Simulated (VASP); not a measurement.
# BP (hb.bB) (F-43m) in VASP: single point with PBE

Aim: the single point of BP (hb.bB) with PBE.

All numbers are computed with VASP 6.6.1; they aren't measurements. Logs are shortened: lines on timing, memory, paths and dates and some standing lists are left out, and cuts for length are marked.

### Step 1. The cell of the first run

The structure is cubic, space group F-43m (No. 216). Conventional cell: a = 4.548 Å, b = 4.548 Å, c = 4.548 Å, α = 90.00°, β = 90.00°, γ = 90.00°. B (site symmetry -43m) has 4 P at 1.97 Å within 2.6 Å. P (site symmetry -43m) has 4 B at 1.97 Å within 2.6 Å.

### Step 2. Single point, PBE

INCAR reads:

```
PREC     = Accurate       # precision mode
ENCUT    = 500            # plane-wave cutoff, eV
EDIFF    = 1E-6           # SCF threshold, eV
ISMEAR   = 0              # smearing method
SIGMA    = 0.02           # smearing width, eV
LREAL    = False          # projectors in reciprocal space
LASPH    = True           # aspherical terms in the spheres
NELM     = 120            # most SCF steps
ALGO     = Normal         # electronic algorithm
ISIF     = 2              # what is computed and relaxed
LWAVE    = False          # write WAVECAR
LCHARG   = True           # write CHGCAR
GGA      = PE             # functional
LELF     = True           # ELF
LVHAR    = True         
NBANDS   = 11             # bands
GGA_COMPAT= False
```

KPOINTS reads:

```
Automatic mesh
0
Gamma
  10 10 10
```

POSCAR reads:

```
BP
1.0
    0.0000000000      2.2740784690      2.2740784690
    2.2740784690      0.0000000000      2.2740784690
    2.2740784690      2.2740784690      0.0000000000
B P
1 1
Direct
    0.0000000000      0.0000000000      0.0000000000
    0.2500000000      0.2500000000      0.2500000000
```

Potentials or basis: VASP PAW PBE potentials, release 64 (B, P).

Command:

```sh
$ cat potpaw_PBE.64/B/POTCAR potpaw_PBE.64/P/POTCAR > POTCAR
$ mpirun -np 1 vasp_std > vasp.out
```

OUTCAR:

```text
PREC = Accurate
   ENCUT = 500
   EDIFF = 1E-6
   ISMEAR = 0
   LREAL = False
   LASPH = True
   NELM = 120
   ISIF = 2
   GGA = PE

 ion  position               nearest neighbor table
   1  0.000  0.000  0.000-   2 1.97   2 1.97   2 1.97   2 1.97
   2  0.250  0.250  0.250-   1 1.97   1 1.97   1 1.97   1 1.97

  LATTYP: Found a face centered cubic cell.
 ALAT       =     4.5481569380

  Lattice vectors:

 A1 = (   0.0000000000,   2.2740784690,   2.2740784690)
 A2 = (   2.2740784690,   0.0000000000,   2.2740784690)
 A3 = (   2.2740784690,   2.2740784690,   0.0000000000)

Analysis of symmetry for initial positions (statically):
=====================================================================
 Subroutine PRICEL returns:
 Original cell was already a primitive cell.

 Routine SETGRP: Setting up the symmetry group for a
 face centered cubic supercell.

 Subroutine GETGRP returns: Found 24 space group operations
 (whereof 24 operations were pure point group operations)
 out of a pool of 48 trial point group operations.

The static configuration has the point symmetry T_d .

Analysis of symmetry for dynamics (positions and initial velocities):
=====================================================================
 Subroutine PRICEL returns:
 Original cell was already a primitive cell.

 Routine SETGRP: Setting up the symmetry group for a
 face centered cubic supercell.

 Subroutine GETGRP returns: Found 24 space group operations
 (whereof 24 operations were pure point group operations)
 out of a pool of 48 trial point group operations.

The dynamic configuration has the point symmetry T_d .

 Subroutine INISYM returns: Found 24 space group operations
 (whereof 24 operations are pure point group operations),
 and found     1 'primitive' translations

----------------------------------------------------------------------------------------

                                     Primitive cell

  volume of cell :      23.5205

  direct lattice vectors                    reciprocal lattice vectors
     0.000000000  2.274078469  2.274078469    -0.219869282  0.219869282  0.219869282
     2.274078469  0.000000000  2.274078469     0.219869282 -0.219869282  0.219869282
     2.274078469  2.274078469  0.000000000     0.219869282  0.219869282 -0.219869282

  length of vectors
     3.216032613  3.216032613  3.216032613     0.380824767  0.380824767  0.380824767

  position of ions in fractional coordinates (direct lattice)
     0.000000000  0.000000000  0.000000000
[... 81 lines left out ...]
   NSW    =      0    number of steps for IOM
   IBRION =     -1    ionic relax: 0-MD 1-quasi-New 2-CG
   NFREE  =      0    steps in history (QN), initial steepest desc. (CG)
   ISIF   =      2    stress and relaxation
   ISYM   =      2    0-nonsym 1-usesym 2-fastsym
   POTIM  = 0.5000    time-step for ionic-motion
   TEBEG  =    0.0;   TEEND  =   0.0 temperature during run
   PSTRESS=    0.0 pullay stress
   NELECT =       8.0000    total number of electrons
   NUPDOWN=      -1.0000    fix difference up-down
   EMIN   =  10.00;   EMAX   =-10.00  energy-range for DOS
   EFERMI =   0.00;   METHOD = LEGACY
   ISMEAR =     0;   SIGMA  =   0.02  broadening in eV -4-tet -1-fermi 0-gaus
   EFERMI_NEDOS =   21; number of points for ismear=-14 and -15
   IALGO  =     38    algorithm
   IMIX   =      4    mixing-type and parameters
     AMIX     =   0.40;   BMIX     =  1.00
     AMIX_MAG =   1.60;   BMIX_MAG =  1.00
  volume/ion in A,a.u.               =      11.76        79.36
  Fermi-wavevector in a.u.,A,eV,Ry     =   1.142763  2.159508 17.767937  1.305907
  Thomas-Fermi vector in A             =   2.279460
   LORBIT       =      0    0 simple, 1 ext, 2 COOP (PROOUT), +10 PAW based schemes
   GGA     = PE    functional components
   LHFCALC =     F    Hartree Fock is set to
   AEXX    =    0.0000 exact exchange contribution
   IVDW    =     0    specifies the selected vdW correction
   LEPSILON=     F    determine dielectric tensor
   LRPA    =     F    only Hartree local field effects (RPA)
 non-spin polarized calculation
 Gauss-broadening in eV      SIGMA  =   0.02
  energy-cutoff  :      500.00
  volume of cell :       23.52
 maximum number of plane-waves:       610
   NGX = 11   NGY = 11   NGZ = 11

 number of electron       8.0000000 magnetization

 Free energy of the ion-electron system (eV)
  ---------------------------------------------------
  ext. energy  EPLUGINS =         0.00000000
  ---------------------------------------------------
  free energy    TOTEN  =       -12.93057768 eV

  energy without entropy =      -12.93057768  energy(sigma->0) =      -12.93057768

 E-fermi :   7.4774     XC(G=0): -10.8784

 val. band max:        7.3537689008   @ k =   0.0000   0.0000   0.0000
 cond. band min:       8.6021455696   @ k =   0.4000   0.4000   0.0000
 fundamental gap:      1.2483766688
 Fermi energy:         7.4773581375

 k-point     1 :       0.0000    0.0000    0.0000
  band No.  band energies     occupation
      1      -8.0469      2.00000
      2       7.3538      2.00000
      3       7.3538      2.00000
      4       7.3538      2.00000
      5      10.7447      0.00000
      6      10.7447      0.00000
      7      10.7447      0.00000
      8      14.6262      0.00000
      9      18.8215      0.00000
     10      19.4634      0.00000
     11      19.4634      0.00000
[... 309 lines left out ...]
 k-point    24 :       0.4000    0.3000    0.0000
  band No.  band energies     occupation
      1      -5.1250      2.00000
      2       1.2082      2.00000
      3       3.3304      2.00000
      4       3.8596      2.00000
      5       9.1706      0.00000
      6      10.9788      0.00000
      7      16.7840      0.00000
      8      16.7992      0.00000
      9      21.2763      0.00000
     10      22.5778      0.00000
     11      24.3167      0.00000

 [... further k-points ...]
[... 5 lines left out ...]
  --------------------------------------------------------------------------------------
  -------------------------------------------------------------------------------------
  Total       -0.0289599     -0.0289599     -0.0289599     -0.0000000      0.0000000      0.0000000
  in kB       -1.9726995     -1.9726995     -1.9726995     -0.0000000      0.0000000      0.0000000
  external PRESSURE =      -1.9726995 kB  Pullay stress =       0.0000000 kB

 VOLUME and BASIS-vectors are now :
 -----------------------------------------------------------------------------
  energy-cutoff  :      500.00
  volume of cell :       23.52
      direct lattice vectors                 reciprocal lattice vectors
     0.000000000  2.274078469  2.274078469    -0.219869282  0.219869282  0.219869282
     2.274078469  0.000000000  2.274078469     0.219869282 -0.219869282  0.219869282
     2.274078469  2.274078469  0.000000000     0.219869282  0.219869282 -0.219869282

 POSITION                                       TOTAL-FORCE (eV/Angst)
 -----------------------------------------------------------------------------------
      0.00000      0.00000      0.00000         0.000000      0.000000      0.000000
      1.13704      1.13704      1.13704        -0.000000     -0.000000     -0.000000
 -----------------------------------------------------------------------------------
    total drift:                                0.000000      0.000000      0.000000

  FREE ENERGIE OF THE ION-ELECTRON SYSTEM (eV)
  ---------------------------------------------------
  free  energy   TOTEN  =       -12.9305776819 eV

  energy  without entropy=      -12.9305776819  energy(sigma->0) =      -12.93057768
```

OSZICAR:

```text
N       E                     dE             d eps       ncg     rms          rms(c)
DAV:   1     0.820933124778E+01    0.82093E+01   -0.38476E+03  1034   0.636E+02
DAV:   2    -0.130628467664E+02   -0.21272E+02   -0.20130E+02  1420   0.105E+02
DAV:   3    -0.136217361106E+02   -0.55889E+00   -0.55756E+00  1305   0.150E+01
DAV:   4    -0.136238721857E+02   -0.21361E-02   -0.21358E-02  1182   0.111E+00
DAV:   5    -0.136238839712E+02   -0.11785E-04   -0.11785E-04  1314   0.814E-02    0.714E+00
DAV:   6    -0.130265568407E+02    0.59733E+00   -0.13722E+00  1163   0.504E+00    0.385E+00
DAV:   7    -0.129377862724E+02    0.88771E-01   -0.22632E-01  1277   0.237E+00    0.132E+00
DAV:   8    -0.129300437317E+02    0.77425E-02   -0.26313E-02  1218   0.923E-01    0.191E-01
DAV:   9    -0.129303686079E+02   -0.32488E-03   -0.71423E-04  1210   0.180E-01    0.121E-01
DAV:  10    -0.129305659145E+02   -0.19731E-03   -0.24763E-04  1151   0.987E-02    0.279E-02
DAV:  11    -0.129305766840E+02   -0.10769E-04   -0.11542E-05  1323   0.225E-02    0.329E-02
DAV:  12    -0.129305776819E+02   -0.99798E-06   -0.45709E-06  1151   0.105E-02
   1 F= -.12930578E+02 E0= -.12930578E+02  d E =-.882411E-21
```

stdout:

```text
POSCAR found type information on POSCAR B P
 POSCAR found :  2 types and       2 ions
 scaLAPACK will be used
 LDA part: xc-table for (Slater+PW92), standard interpolation
 POSCAR, INCAR and KPOINTS ok, starting setup
 FFT: planning ... GRIDC
 FFT: planning ... GRID_SOFT
 FFT: planning ... GRID
 WAVECAR not read
 entering main loop
```

It used 5.5 s of CPU time on 1 thread of Intel Xeon 6455B, with other jobs on the host.

What came out:

```
Free energy            : -12.9306 eV
Pressure               : -0.2 GPa
Band gap on the k mesh : 1.25 eV, indirect (least direct gap 3.39 eV)
```
